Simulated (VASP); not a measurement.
# Si4H2O in VASP: single point with PBE+D3(BJ)

Aim: the single point of Si4H2O with PBE+D3(BJ).

All numbers are computed with VASP 6.6.1; they aren't measurements. Logs are shortened: lines on timing, memory, paths and dates and some standing lists are left out, and cuts for length are marked.

### 1 The cell of the first run

The cell holds a slab with vacuum, 28 atoms: a = 7.667 Å, b = 7.667 Å, c = 26.334 Å, α = 90.00°, β = 90.00°, γ = 120.00°.

### 2 Single point, PBE+D3(BJ)

Input file INCAR:

```
PREC = Accurate ; ENCUT = 520
EDIFF = 1E-7 ; ISMEAR = 0
SIGMA = 0.05 ; LREAL = Auto
LASPH = T ; NELM = 60
ALGO = Normal ; ISIF = 2
LWAVE = F ; LCHARG = F
LDIPOL = T ; IDIPOL = 3
DIPOL = 0.5 0.5 0.456 ; GGA = PE
IVDW = 12 ; NBANDS = 68
```

Input file KPOINTS:

```
Automatic mesh
0
Gamma
  3 3 1
```

Input file POSCAR:

```
Si4H2O
1.0
    7.6671877233      0.0000000000      0.0000000000
   -3.8335938617      6.6399793440      0.0000000000
    0.0000000000      0.0000000000     26.3340384587
Si H O
16 8 4
Direct
    0.6666666667      0.3333333333      0.3584714139
    0.6666666667      0.8333333333      0.3584714139
    0.1666666667      0.3333333333      0.3584714139
    0.1666666667      0.8333333333      0.3584714139
    0.5000000000      0.5000000000      0.3881869120
    0.5000000000      0.0000000000      0.3881869120
    0.0000000000      0.5000000000      0.3881869120
    0.0000000000      0.0000000000      0.3881869120
    0.0025430686      0.4960339519      0.4751602262
   -0.0008303747     -0.0056329128      0.4781769897
    0.5033690346      0.4995804674      0.4784237488
    0.5005809626      0.0000616455      0.4773449720
    0.8395502718      0.6585418671      0.5076552243
    0.8355452533      0.1662523595      0.5061204483
    0.3322632889      0.6651680352      0.5059232697
    0.3331317417      0.1647701336      0.5075691304
    0.6653514983      0.3336342776      0.3014211010
    0.6661719087      0.8331931186      0.3014090201
    0.1688667030      0.3309264631      0.3014234071
    0.1665171389      0.8342554485      0.3014209472
    0.7877964797      0.6701517015      0.5933621087
    0.8254364426      0.2902965243      0.5831653888
    0.2181082020      0.6896900398      0.5838641204
    0.2669371321      0.1974940118      0.5905943345
    0.8669652325      0.6325653748      0.5696793733
    0.8481302610      0.1835010798      0.5704678930
    0.3157147861      0.6552501916      0.5703894939
    0.3437607961      0.1517277417      0.5710085466
```

Potentials or basis: VASP PAW PBE potentials, release 64 (Si, H, O).

Launch:

```bash
$ cat potpaw_PBE.64/Si/POTCAR potpaw_PBE.64/H/POTCAR potpaw_PBE.64/O/POTCAR > POTCAR
$ mpirun -np 1 vasp_std > vasp.out
```

OUTCAR:

```text
PREC = Accurate
   ENCUT = 520
   EDIFF = 1E-7
   ISMEAR = 0
   LREAL = Auto
   LASPH = T
   NELM = 60
   ISIF = 2
   GGA = PE
   IVDW = 12
 IVDW          = 12

 ion  position               nearest neighbor table
   1  0.667  0.333  0.358-  17 1.50   7 2.35   6 2.35   5 2.35
   2  0.667  0.833  0.358-  18 1.50   8 2.35   5 2.35   6 2.35
   3  0.167  0.333  0.358-  19 1.50   5 2.35   8 2.35   7 2.35
   4  0.167  0.833  0.358-  20 1.50   6 2.35   7 2.35   8 2.35
   5  0.500  0.500  0.388-   3 2.35   2 2.35   1 2.35  11 2.38
   6  0.500  0.000  0.388-   4 2.35   1 2.35   2 2.35  12 2.35
[... 8 lines left out ...]
  15  0.332  0.665  0.506-  27 1.70   9 2.33  12 2.35  11 2.35
  16  0.333  0.165  0.508-  28 1.68  12 2.34  10 2.35  11 2.35
  17  0.665  0.334  0.301-   1 1.50
  18  0.666  0.833  0.301-   2 1.50
  19  0.169  0.331  0.301-   3 1.50
  20  0.167  0.834  0.301-   4 1.50
  21  0.788  0.670  0.593-  25 1.01
  22  0.825  0.290  0.583-  26 0.98
  23  0.218  0.690  0.584-  27 0.98
  24  0.267  0.197  0.591-  28 0.97
  25  0.867  0.633  0.570-  21 1.01  13 1.67
  26  0.848  0.184  0.570-  22 0.98  14 1.70
  27  0.316  0.655  0.570-  23 0.98  15 1.70
  28  0.344  0.152  0.571-  24 0.97  16 1.68

  LATTYP: Found a hexagonal cell.
 ALAT       =     7.6671877233
 C/A-ratio  =     3.4346411499

  Lattice vectors:

 A1 = (   7.6671877233,   0.0000000000,   0.0000000000)
 A2 = (  -3.8335938617,   6.6399793440,   0.0000000000)
 A3 = (   0.0000000000,   0.0000000000,  26.3340384587)

Analysis of symmetry for initial positions (statically):
=====================================================================
 Subroutine PRICEL returns:
 Original cell was already a primitive cell.

 Routine SETGRP: Setting up the symmetry group for a
 hexagonal supercell.

 Subroutine GETGRP returns: Found  1 space group operations
 (whereof  1 operations were pure point group operations)
 out of a pool of 24 trial point group operations.

The static configuration has the point symmetry C_1 .

Analysis of symmetry for dynamics (positions and initial velocities):
=====================================================================
 Subroutine PRICEL returns:
 Original cell was already a primitive cell.

 Routine SETGRP: Setting up the symmetry group for a
 hexagonal supercell.

 Subroutine GETGRP returns: Found  1 space group operations
 (whereof  1 operations were pure point group operations)
 out of a pool of 24 trial point group operations.

The dynamic configuration has the point symmetry C_1 .

 Subroutine INISYM returns: Found  1 space group operations
 (whereof  1 operations are pure point group operations),
 and found     1 'primitive' translations

----------------------------------------------------------------------------------------

                                     Primitive cell

  volume of cell :    1340.6651

  direct lattice vectors                    reciprocal lattice vectors
     7.667187723  0.000000000  0.000000000     0.130425918  0.075301439  0.000000000
    -3.833593862  6.639979344  0.000000000     0.000000000  0.150602878  0.000000000
     0.000000000  0.000000000 26.334038459     0.000000000  0.000000000  0.037973667

  length of vectors
     7.667187723  7.667187723 26.334038459     0.150602878  0.150602878  0.037973667

  position of ions in fractional coordinates (direct lattice)
     0.666666667  0.333333333  0.358471414
     0.666666667  0.833333333  0.358471414
     0.166666667  0.333333333  0.358471414
     0.166666667  0.833333333  0.358471414
     0.500000000  0.500000000  0.388186912
     0.500000000  0.000000000  0.388186912
[... 20 lines left out ...]
     0.315714786  0.655250192  0.570389494
     0.343760796  0.151727742  0.571008547

  ion indices of the primitive-cell ions
   primitive index   ion index
                 1           1
                 2           2
                 3           3
                 4           4
                 5           5
                 6           6
[... 20 lines left out ...]
                27          27
                28          28

----------------------------------------------------------------------------------------

 KPOINTS: Automatic mesh

Automatic generation of k-mesh.
 Grid dimensions read from file:
 generate k-points for:    3    3    1

 Generating k-lattice:

  Cartesian coordinates                     Fractional coordinates (reciprocal lattice)
     0.043475306  0.025100480  0.000000000     0.333333333  0.000000000  0.000000000
     0.000000000  0.050200959  0.000000000     0.000000000  0.333333333  0.000000000
     0.000000000  0.000000000  0.037973667     0.000000000  0.000000000  1.000000000

  Length of vectors
     0.050200959  0.050200959  0.037973667

  Shift w.r.t. Gamma in fractional coordinates (k-lattice)
     0.000000000  0.000000000  0.000000000

 Subroutine IBZKPT returns following result:
 ===========================================

 Found      5 irreducible k-points:

 Following reciprocal coordinates:
            Coordinates               Weight
  0.000000  0.000000  0.000000      1.000000
  0.333333 -0.000000  0.000000      2.000000
  0.000000  0.333333  0.000000      2.000000
 -0.333333  0.333333  0.000000      2.000000
  0.333333  0.333333  0.000000      2.000000
   k-points           NKPTS =      5   k-points in BZ     NKDIM =      5   number of bands    NBANDS=     68
   number of dos      NEDOS =    301   number of ions     NIONS =     28
   total plane-waves  NPLWV = 705600
   dimension x,y,z NGX =    60 NGY =   60 NGZ =  196
   dimension x,y,z NGXF=   120 NGYF=  120 NGZF=  392
   ions per type =              16   8   4
   NGX,Y,Z   is equivalent  to a cutoff of  13.01, 13.01, 12.37 a.u.
   NGXF,Y,Z  is equivalent  to a cutoff of  26.02, 26.02, 24.75 a.u.
 SYSTEM =  unknown system
   PREC   = accura    normal or accurate (medium, high low for compatibility)
   ISTART =      0    job   : 0-new  1-cont  2-samecut
   ICHARG =      2    charge: 1-file 2-atom 10-const
   ISPIN  =      1    spin polarized calculation?
   LNONCOLLINEAR =      F non collinear calculations
   LSORBIT =      F    spin-orbit coupling
   LASPH  =      T    aspherical Exc in radial PAW
   ENCUT  =  520.0 eV  38.22 Ry    6.18 a.u.  14.26 14.26 48.96*2*pi/ulx,y,z
   NELM   =     60;   NELMIN=  2; NELMDL= -5     # of ELM steps
   EDIFF  = 0.1E-06   stopping-criterion for ELM
   LREAL  =      T    real-space projection
   EDIFFG = 0.1E-05   stopping-criterion for IOM
   NSW    =      0    number of steps for IOM
   IBRION =     -1    ionic relax: 0-MD 1-quasi-New 2-CG
   NFREE  =      0    steps in history (QN), initial steepest desc. (CG)
   ISIF   =      2    stress and relaxation
   ISYM   =      2    0-nonsym 1-usesym 2-fastsym
   POTIM  = 0.5000    time-step for ionic-motion
   TEBEG  =    0.0;   TEEND  =   0.0 temperature during run
   PSTRESS=    0.0 pullay stress
   NELECT =      96.0000    total number of electrons
   NUPDOWN=      -1.0000    fix difference up-down
   EMIN   =  10.00;   EMAX   =-10.00  energy-range for DOS
   EFERMI =   0.00;   METHOD = LEGACY
   ISMEAR =     0;   SIGMA  =   0.05  broadening in eV -4-tet -1-fermi 0-gaus
   EFERMI_NEDOS =   21; number of points for ismear=-14 and -15
   IALGO  =     38    algorithm
   IMIX   =      4    mixing-type and parameters
     AMIX     =   0.40;   BMIX     =  1.00
     AMIX_MAG =   1.60;   BMIX_MAG =  1.00
  volume/ion in A,a.u.               =      47.88       323.12
  Fermi-wavevector in a.u.,A,eV,Ry     =   0.679817  1.284667  6.287942  0.462151
  Thomas-Fermi vector in A             =   1.758125
   LORBIT       =      0    0 simple, 1 ext, 2 COOP (PROOUT), +10 PAW based schemes
   GGA     = PE    functional components
   LHFCALC =     F    Hartree Fock is set to
   AEXX    =    0.0000 exact exchange contribution
   IVDW    =    12    specifies the selected vdW correction
   LEPSILON=     F    determine dielectric tensor
   LRPA    =     F    only Hartree local field effects (RPA)
 non-spin polarized calculation
 Gauss-broadening in eV      SIGMA  =   0.05
  energy-cutoff  :      520.00
  volume of cell :     1340.67
 maximum number of plane-waves:     36115
 NGX is ok and might be reduce to    60
   NGX = 29   NGY = 29   NGZ = 97

 dipolmoment           0.000000      0.000000      0.085867 electrons x Angstroem

 number of electron      96.0000009 magnetization

 dipolmoment           0.000000      0.000000     -0.065834 electrons x Angstroem

 Free energy of the ion-electron system (eV)
  ---------------------------------------------------
  ext. energy  EPLUGINS =         0.00000000
  ---------------------------------------------------
  free energy    TOTEN  =      -144.78585917 eV

  energy without entropy =     -144.78585917  energy(sigma->0) =     -144.78585917

 E-fermi :  -1.4518     XC(G=0):  -3.2346

 val. band max:       -1.7427440745   @ k =   0.0000   0.0000   0.0000
 cond. band min:      -0.6288932697   @ k =   0.0000   0.0000   0.0000
 fundamental gap:      1.1138508048
 Fermi energy:        -1.4517600215

 k-point     1 :       0.0000    0.0000    0.0000
  band No.  band energies     occupation
      1     -22.6521      2.00000
      2     -22.3508      2.00000
      3     -22.1026      2.00000
      4     -22.0489      2.00000
      5     -13.2455      2.00000
      6     -12.2011      2.00000
[... 52 lines left out ...]
     59       0.5069      0.00000
     60       1.4362      0.00000

 k-point     2 :       0.3333   -0.0000    0.0000
  band No.  band energies     occupation
      1     -22.6508      2.00000
      2     -22.3508      2.00000
      3     -22.1011      2.00000
      4     -22.0521      2.00000
      5     -12.9403      2.00000
      6     -12.0971      2.00000
[... 52 lines left out ...]
     59       1.6239      0.00000
     60       1.6816      0.00000

 k-point     3 :       0.0000    0.3333    0.0000
  band No.  band energies     occupation
      1     -22.6508      2.00000
      2     -22.3509      2.00000
      3     -22.1009      2.00000
      4     -22.0521      2.00000
      5     -12.9399      2.00000
      6     -12.0949      2.00000
[... 52 lines left out ...]
     59       1.6098      0.00000
     60       1.6804      0.00000

 k-point     4 :      -0.3333    0.3333    0.0000
  band No.  band energies     occupation
      1     -22.6508      2.00000
      2     -22.3494      2.00000
      3     -22.1052      2.00000
      4     -22.0494      2.00000
      5     -12.9383      2.00000
      6     -12.0872      2.00000
[... 52 lines left out ...]
     59       1.6350      0.00000
     60       1.6691      0.00000

 k-point     5 :       0.3333    0.3333    0.0000
  band No.  band energies     occupation
      1     -22.6502      2.00000
      2     -22.3501      2.00000
      3     -22.1024      2.00000
      4     -22.0523      2.00000
      5     -12.4148      2.00000
      6     -12.3299      2.00000
[... 52 lines left out ...]
     59       1.9470      0.00000
     60       1.9921      0.00000
 [bands above 60 left out]

------------------------ aborting loop because EDIFF is reached ----------------------------------------

 vacuum level on the upper side and lower side of the slab       (xc-potential included)        -0.187         0.046

 Edisp (eV)   -4.19075

 E8    (eV) :    -1.7160

  FORCE on cell =-STRESS in cart. coord.  units (eV):
  Direction    XX          YY          ZZ          XY          YZ          ZX
  --------------------------------------------------------------------------------------
  -------------------------------------------------------------------------------------
  Total      -0.54733     0.68203    -1.02051     0.65964    -0.40018     1.03643
  in kB      -0.65409     0.81507    -1.21958     0.78831    -0.47824     1.23860
  external pressure =       -0.35 kB  Pullay stress =        0.00 kB

 VOLUME and BASIS-vectors are now :
 -----------------------------------------------------------------------------
  energy-cutoff  :      520.00
  volume of cell :     1340.67
      direct lattice vectors                 reciprocal lattice vectors
     7.667187723  0.000000000  0.000000000     0.130425918  0.075301439  0.000000000
    -3.833593862  6.639979344  0.000000000     0.000000000  0.150602878  0.000000000
     0.000000000  0.000000000 26.334038459     0.000000000  0.000000000  0.037973667

 POSITION                                       TOTAL-FORCE (eV/Angst)
 -----------------------------------------------------------------------------------
      3.83359      2.21333      9.44000         0.018957     -0.015945      0.122200
      1.91680      5.53332      9.44000        -0.015189      0.007829      0.150698
      0.00000      2.21333      9.44000        -0.018414      0.011349      0.188219
     -1.91680      5.53332      9.44000         0.019767     -0.008764      0.129176
      1.91680      3.31999     10.22253         0.048511      0.041357      0.093965
      3.83359      0.00000     10.22253        -0.023806      0.026343     -0.106423
[... 20 lines left out ...]
     -0.09132      4.35085     15.02066         0.148184     -0.033190     -0.314339
      2.05402      1.00747     15.03696         0.048607     -0.020208      0.156929
 -----------------------------------------------------------------------------------
    total drift:                               -0.012189      0.011437     -0.025466

  FREE ENERGIE OF THE ION-ELECTRON SYSTEM (eV)
  ---------------------------------------------------
  free  energy   TOTEN  =      -148.9766102723 eV

  energy  without entropy=     -148.9766102723  energy(sigma->0) =     -148.97661027

 vacuum level on the upper side and lower side of the slab         2.557         2.795
```

Run time: 59 min. Hardware: 1 thread of Intel Xeon 8259CL, shared host; peak memory 1.4 GiB.

Results:

- Free energy: -148.9766 eV
- Largest force: 2.020 eV/Å
- Band gap on the k mesh: 1.11 eV
- Dispersion energy per atom: -0.150 eV

Forces in eV/Å, atoms in the order of the input:
```
Si   0.019 -0.016  0.122
Si  -0.015  0.008  0.151
Si  -0.018  0.011  0.188
Si   0.020 -0.009  0.129
Si   0.049  0.041  0.094
Si  -0.024  0.026 -0.106
Si  -0.034  0.013 -0.654
Si  -0.013 -0.072  0.046
Si   0.075 -0.037 -0.034
Si  -0.013  0.038  0.029
Si  -0.044 -0.009  0.023
Si   0.022 -0.020 -0.050
Si  -0.146  0.071 -0.860
Si  -0.056  0.034  0.344
Si  -0.046  0.036  0.462
Si   0.053 -0.020 -0.183
H   -0.006  0.005  0.007
H    0.006 -0.002  0.012
H   -0.002  0.001  0.019
H   -0.006  0.003  0.008
H    1.094 -0.326 -0.890
H    0.036 -0.083  0.007
H    0.068  0.021 -0.043
H   -0.117  0.067 -0.020
O   -1.151  0.324  1.629
O    0.052 -0.052 -0.271
O    0.148 -0.033 -0.314
O    0.049 -0.020  0.157
```
